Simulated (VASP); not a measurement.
AlAu2: single point with LDA

The system is AlAu2.

```
Al Au
1.0
    -1.66885    1.66885    3.98245
     1.66885   -1.66885    3.98245
     1.66885    1.66885   -3.98245
Al Au
1 2
Direct
  0.00000 0.00000 0.00000
  0.65704 0.65704 0.00000
  0.34296 0.34296 0.00000
```

| Quantity | Value |
| --- | --- |
| Program | VASP 6.6.1 |
| Task | single point |
| Functional | LDA |
| Potentials or basis | VASP PAW LDA potentials, release 64 (Al, Au) |
| Cutoff | 520 eV |
| k mesh | 16 × 16 × 16 |
| Occupations | gaussian, width 0.15 eV |
| Spin | no spin polarisation |

The pressure is 17.3 GPa and the largest force is 1.742 eV/Å. The band gap on the k mesh is zero (an odd number of electrons rules out a gap without spin polarisation).

Forces in eV/Å, atoms in the order of the input:
```
Al   0.000  0.000  0.000
Au   0.000  0.000  1.742
Au   0.000  0.000 -1.742
```

Stress tensor (GPa, compression positive):
```
10.72  0.00  0.00
 0.00 10.72  0.00
 0.00  0.00 30.53
```

Levels at points of the mesh, in eV from the Fermi level:
| k point | band 9 | band 10 | band 11 | band 12 | band 13 | band 14 | band 15 | band 16 | band 17 | band 18 |
| --- | --- | --- | --- | --- | --- | --- | --- | --- | --- | --- |
| (0.00, 0.00, 0.00) | -5.01 | -5.01 | -3.56 | -0.16 | 3.24 | 6.13 | 6.13 | 6.60 | 6.60 | 6.88 |
| (0.50, 0.00, 0.00) | -4.30 | -3.51 | -3.27 | -3.21 | -2.04 | 2.85 | 7.56 | 7.66 | 8.24 | 9.07 |
| (0.50, 0.50, 0.00) | -3.80 | -3.61 | -3.55 | -1.78 | 0.95 | 1.31 | 2.23 | 2.39 | 6.65 | 6.97 |
| (0.50, 0.50, 0.50) | -3.98 | -3.55 | -3.55 | -2.63 | 2.04 | 2.04 | 7.05 | 7.50 | 8.89 | 11.60 |

It took 14 min on 1 thread of Intel Xeon 8259CL, on a shared host, peak memory 0.4 GiB.

Caveat: the stress differs along the axes, from 11 to 31 GPa; spin-orbit coupling is left out, which moves the levels of the heavy elements; forces of over 1 eV/Å act on the atoms, so gaps and moduli don't describe the material at rest.
